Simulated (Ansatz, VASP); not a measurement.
## Two plane-wave programs on KF

INCAR

```
SYSTEM = KF
PREC = Accurate
ENCUT = 520
EDIFF = 1E-7
ISMEAR = 0
SIGMA = 0.01
LREAL = .FALSE.
LASPH = .TRUE.
NELM = 60
ALGO = Normal
ISIF = 2
LWAVE = .FALSE.
LCHARG = .TRUE.
GGA = PE
LELF = .TRUE.
LVHAR = .TRUE.
NBANDS = 24
```

KPOINTS

```
regular mesh
0
G
  6 6 4
  0 0 0
```

Contents of POSCAR:

```
KF
1.0
    3.7398271877      0.0000000000      0.0000000000
   -1.8699135938      3.2387853503      0.0000000000
    0.0000000000      0.0000000000      6.5945026279
K F
2 2
Direct
    0.0000000000      0.0000000000      0.0000000000
    0.0000000000      0.0000000000      0.5000000000
    0.3333333333      0.6666666667      0.2500000000
    0.6666666667      0.3333333333      0.7500000000
```

Input for Ansatz:

```yaml
crystal:
  lattice:
    - [3.7398271877, 0.0, 0.0]
    - [-1.8699135938, 3.2387853503, 0.0]
    - [0.0, 0.0, 6.5945026279]
  atoms:
    - { symbol: K, position: [0.0, 0.0, 0.0] }
    - { symbol: K, position: [0.0, 0.0, 0.5] }
    - { symbol: F, position: [0.3333333333, 0.6666666667, 0.25] }
    - { symbol: F, position: [0.6666666667, 0.3333333333, 0.75] }
kpoints:
  mp_grid: { grid: [6, 6, 4] }
hamiltonian:
  xc: pbe
scf:
  occupations: { method: fixed }
  n_extra_bands: 5
output:
  forces: true
  stress: true
  eigenvalues: true
```

Alike in both runs: task single point; functional PBE; k mesh 6 × 6 × 4; no spin polarisation.

|  | VASP | Ansatz |
| --- | --- | --- |
| version | VASP 6.6.1 | Ansatz 0.2.0 |
| potentials or method | VASP PAW PBE potentials, release 64 (K_sv, F) | plane waves, PAW |
| plane-wave cutoff (eV) | 520 | 420 |
| occupations | gaussian, width 0.01 eV | fixed |
| valence electrons in the cell | 32 | 32 |

|  | VASP | Ansatz | Ansatz less VASP |
| --- | --- | --- | --- |
| gap on the k mesh at the Fermi level (eV) | 5.89 | 5.90 | +0.015 |
| pressure (GPa) | 0.0 | 0.0 | -0.01 |
| traceless stress, the component that is largest in VASP (GPa) | 0.06 | 0.03 | -0.030 |
